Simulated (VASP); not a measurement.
A run of VASP 6.6.1 is set up as follows.

INCAR

```
SYSTEM = RbCl
PREC = Accurate ; ENCUT = 500
EDIFF = 1E-8 ; ISMEAR = 0
SIGMA = 0.01 ; LREAL = .False.
LASPH = .True. ; NELM = 120
ALGO = Normal ; ISIF = 2
LWAVE = .False. ; LCHARG = .True.
GGA = PS ; IBRION = 8
NSW = 1 ; GGA_COMPAT = .False.
```

The input KPOINTS:

```
Automatic mesh
0
Gamma
  6 6 6
  0 0 0
```

POSCAR

```
RbCl
1.0
    0.0000000000      3.2520261836      3.2520261836
    3.2520261836      0.0000000000      3.2520261836
    3.2520261836      3.2520261836      0.0000000000
Rb Cl
1 1
Direct
    0.0000000000      0.0000000000      0.0000000000
    0.5000000000      0.5000000000      0.5000000000
```

Potentials or basis: VASP PAW PBE potentials, release 64 (Rb_sv, Cl).

The run is started by

```sh
$ cat potpaw_PBE.64/Rb_sv/POTCAR potpaw_PBE.64/Cl/POTCAR > POTCAR
$ mpirun -np 1 vasp_std > vasp.out
```

(1) What does it give for the highest phonon frequency at Γ, LO-TO splitting left out?

Results:

(1) 119 cm⁻¹.
